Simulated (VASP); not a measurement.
TaN, 4 atoms in the cell. The structure is hexagonal, space group P6_3mc (No. 186). The conventional cell has a = 3.121 Å, b = 3.121 Å, c = 5.812 Å, α = 90.00°, β = 90.00°, γ = 120.00°. Within 2.5 Å of Ta (site symmetry 3m) lie 4 N at 1.89 to 2.07 Å. Within 2.5 Å of N (site symmetry 3m) lie 4 Ta at 1.89 to 2.07 Å. 

* Program: VASP 6.6.1
* Task: single point
* Functional: PBEsol
* Potentials or basis: VASP PAW PBE potentials, release 64 (Ta_sv_GW, N)
* Cutoff: 700 eV
* k mesh: 18 × 18 × 8
* Occupations: gaussian, width 0.15 eV
* Spin: no spin polarisation
* Dipole correction: no
* Further INCAR settings: ALGO = Normal; EDIFF = 1e-06; NBANDS = 26

Potentials or basis: VASP PAW PBE potentials, release 64 (Ta_sv_GW, N).

Command:

```sh
$ cat potpaw_PBE.64/Ta_sv_GW/POTCAR potpaw_PBE.64/N/POTCAR > POTCAR
$ mpirun -np 1 vasp_std > vasp.out
```

Hardware: 1 thread of AMD EPYC 9R45 96-Core Processor (Zen 5), with other jobs on the host.

Task: Estimate the wall time of this run.

Result: Wall time 3.6 min on 1 thread of AMD EPYC 9R45 96-Core Processor (Zen 5), with other jobs on the host, peak memory 0.41 GiB. Counts: scf iterations 17, k points 185.
